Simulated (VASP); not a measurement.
Set up this calculation in VASP 6.6.1, as the native input.

```yaml
Task: single point
Functional: PBEsol
Dispersion: D3(BJ)
Potentials_or_basis: VASP PAW PBE potentials, release 64 (Sn_d)
Cutoff: 520 eV
k_mesh: 24 × 24 × 24
Occupations: gaussian, width 0.15 eV
Spin: no spin polarisation
Dipole_correction: no
Further_INCAR_settings: ALGO = Fast; EDIFF = 1e-06; NBANDS = 13
```

The structure of Sn lies in POSCAR:

```
Sn
1.0
   -1.8221530004      1.7304584006      1.9272197261
    1.8221530004     -1.7304584006      1.9272197261
    1.8221530004      1.7304584006     -1.9272197261
Sn
1
Direct
    0.0000000000      0.0000000000      0.0000000000
```

This cell differs from its parent crystal: strain -0.0300 x Voigt [0, 0, 1, 0, 0, 0].

The input as run:

INCAR

```
ALGO     = Fast           # electronic algorithm
EDIFF    = 1E-6           # SCF threshold, eV
ENCUT    = 520            # plane-wave cutoff, eV
GGA      = PS             # functional
ISIF     = 2              # what is computed and relaxed
ISMEAR   = 0              # smearing method
IVDW     = 12             # dispersion correction
LASPH    = True           # aspherical terms in the spheres
LCHARG   = False          # write CHGCAR
LREAL    = False          # projectors in reciprocal space
LWAVE    = False          # write WAVECAR
NBANDS   = 13             # bands
NELM     = 80             # most SCF steps
PREC     = Accurate       # precision mode
SIGMA    = 0.15           # smearing width, eV
```

KPOINTS

```
k-points
0
Gamma
  24 24 24
```

Potentials or basis: VASP PAW PBE potentials, release 64 (Sn_d).

Command:

```console
$ cat potpaw_PBE.64/Sn_d/POTCAR > POTCAR
$ mpirun -np 1 vasp_std > vasp.out
```

It gave:

```
Pressure                   : 1.9 GPa
Band gap on the k mesh     : zero (bands 7 and 8 overlap by 11.32 eV)
Dispersion energy per atom : -0.438 eV
```

Caveat: the cell differs from its parent crystal (strain -0.0300 x Voigt [0, 0, 1, 0, 0, 0]); the PAW data sets were made with another functional, which shifts forces and pressure a little; spin-orbit coupling is left out, which moves the levels of the heavy elements.

Wall time 8.9 min on 1 thread of Oxide Virtual Turin-like Processor, on a shared host, peak memory 0.6 GiB.
